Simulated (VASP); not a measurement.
# InRu2: relaxation of cell and atoms with PBE

InRu2:

```xyz
3
Lattice="3.3302 0.0000 0.0000 0.0000 3.3302 0.0000 0.0000 0.0000 4.9379" Properties=species:S:1:pos:R:3 pbc="T T T"
In    0.0000    0.0000    2.4690
Ru    1.6651    0.0000    3.8405
Ru    0.0000    1.6651    1.0974
```

```
Program                : VASP 6.6.1
Task                   : relaxation of cell and atoms
Functional             : PBE
Potentials or basis    : VASP PAW PBE potentials, release 64 (In_d, Ru_pv)
Cutoff                 : 600 eV
k mesh                 : 6 × 6 × 4
Occupations            : gaussian, width 0.1 eV
Spin                   : no spin polarisation
Dipole correction      : no
Further INCAR settings : ALGO = Normal; EDIFF = 1e-07; IBRION = 2; EDIFFG = -0.04; NSW = 90; ISIF = 3
```

```
Relaxed volume                         : 17.44 Å³/atom
Relaxed cell                           : a = 2.866 Å, b = 2.866 Å, c = 6.368 Å, α = 90.00°, β = 90.00°, γ = 90.00°
Space group after relaxing (to 0.05 Å) : P-4m2 (No. 115)
Energy gained by relaxing              : 3510.3 meV/atom
Ionic steps                            : 25
Pressure after relaxing                : -0.1 GPa
Largest force after relaxing           : 0.031 eV/Å
```

Forces in eV/Å, atoms in the order of the input:
```
In   0.000  0.000  0.000
Ru   0.000  0.000  0.031
Ru   0.000  0.000 -0.031
```

Stress tensor (GPa, compression positive):
```
-0.03  0.00  0.00
 0.00 -0.03  0.00
 0.00  0.00 -0.17
```

The path:
| step | energy change (eV) | largest force (eV/Å) | pressure (GPa) | volume (Å³) |
| --- | --- | --- | --- | --- |
| 1 | 0.0000 | 13.5100 | 59.17 | 54.76 |
| 2 | -1.8781 | 1.2914 | -14.94 | 127.02 |
| 3 | -6.0284 | 2.4932 | -18.63 | 80.34 |
| 4 | -6.2330 | 2.8267 | -16.93 | 76.73 |
| 5 | -6.3512 | 3.9334 | -10.51 | 69.67 |
| 6 | -6.3729 | 3.5969 | -12.53 | 71.34 |
| 7 | -9.0899 | 2.7658 | -10.38 | 60.53 |
| 8 | 35.2247 | 15.4493 | 568.91 | 33.10 |
| 9 | -9.5192 | 1.8639 | -7.61 | 58.62 |
| 10 | -9.7930 | 1.7804 | 9.58 | 53.44 |
| 11 | -9.8629 | 0.1466 | 1.15 | 55.36 |
| 12 | -9.8683 | 0.4196 | 2.49 | 55.01 |
| 13 | -10.0915 | 1.8875 | -0.01 | 55.72 |
| 14 | -10.1230 | 2.3582 | -0.16 | 55.97 |
| 15 | -10.3132 | 1.5367 | -4.72 | 56.29 |
| 16 | -10.3035 | 0.3223 | -11.00 | 56.62 |
| 17 | -10.3812 | 0.4430 | -8.24 | 56.48 |
| 18 | -10.4895 | 0.3397 | -1.45 | 52.90 |
| 19 | -10.4899 | 0.3327 | -0.85 | 52.64 |
| 20 | -10.5205 | 0.1525 | -0.22 | 52.33 |
| 21 | -10.5298 | 0.0313 | 0.50 | 52.07 |
| 22 | -10.5299 | 0.0500 | 0.57 | 52.04 |
| 23 | -10.5304 | 0.0873 | -0.24 | 52.31 |
| 24 | -10.5304 | 0.0846 | -0.18 | 52.29 |
| 25 | -10.5308 | 0.0313 | -0.08 | 52.32 |

Final structure:
```
CELL_PARAMETERS angstrom
2.86644 0.00000 0.00000
0.00000 2.86644 0.00000
0.00000 0.00000 6.36755
ATOMIC_POSITIONS crystal
In 0.00000 0.00000 0.50000
Ru 0.50000 0.00000 0.87831
Ru 0.00000 0.50000 0.12169
```

Levels at points of the mesh, in eV from the Fermi level:
```csv
k point,band 18,band 19,band 20,band 21,band 22,band 23
"(0.00, 0.00, 0.00)",-1.96,-1.91,-0.86,0.73,0.73,0.98
"(0.50, 0.00, 0.00)",-1.85,-1.55,0.47,0.57,1.12,1.24
"(0.50, 0.50, 0.00)",-0.39,-0.39,0.94,1.43,1.43,1.91
"(0.00, 0.00, 0.50)",-1.89,-1.67,-0.87,0.57,0.57,1.39
"(0.50, 0.00, 0.50)",-2.51,-1.55,-0.93,-0.72,1.19,1.23
"(0.50, 0.50, 0.50)",-1.05,-0.74,1.43,1.43,2.33,2.33
```

It took 7.3 min on 1 thread of AMD EPYC 9R45 96-Core Processor (Zen 5), with other jobs on the host, peak memory 0.18 GiB.

Caveat: spin-orbit coupling is left out, which moves the levels of the heavy elements.
